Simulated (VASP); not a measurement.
MnO:

```
CELL_PARAMETERS angstrom
0.00000 2.22391 2.22391
2.22391 0.00000 2.22391
2.22391 2.22391 0.00000
ATOMIC_POSITIONS crystal
Mn 0.00000 0.00000 0.00000
O 0.50000 0.50000 0.50000
```

| Quantity | Value |
| --- | --- |
| Program | VASP 6.6.1 |
| Task | relaxation of cell and atoms |
| Functional | LDA |
| Potentials or basis | VASP PAW LDA potentials, release 64 (Mn_pv, O) |
| Cutoff | 600 eV |
| k mesh | 10 × 10 × 10 |
| Occupations | fermi-dirac, width 0.05 eV |
| Spin | collinear spin, ferromagnetic start |
| Starting moments | [4.0, 0.0] μB |

At the start: pressure -17.9 GPa; volume 11.00 Å³/atom.

How do energy, volume and symmetry change on relaxing?

Over 4 steps the energy falls by 110.3 meV/atom and the volume is 9.32 Å³/atom (-15.3 %); space group Fm-3m (No. 225, to 0.05 Å); moment 3.95 μB per cell.

The path:
| step | energy change (eV) | largest force (eV/Å) | pressure (GPa) | volume (Å³) |
| --- | --- | --- | --- | --- |
| 1 | 0.0000 | 0.0000 | -17.91 | 22.00 |
| 2 | -0.2184 | 0.0000 | 2.14 | 18.31 |
| 3 | -0.2206 | 0.0000 | 0.52 | 18.56 |
| 4 | -0.2207 | 0.0000 | -0.01 | 18.64 |

Final structure:
```
CELL_PARAMETERS angstrom
0.00000 2.10449 2.10449
2.10449 0.00000 2.10449
2.10449 2.10449 0.00000
ATOMIC_POSITIONS crystal
Mn 0.00000 0.00000 0.00000
O 0.50000 0.50000 0.50000
```

Caveat: the volume moved by over 15 % at a fixed basis, so the end points are rough; a cell with one magnetic atom can't hold antiferromagnetic order, which such compounds often take.
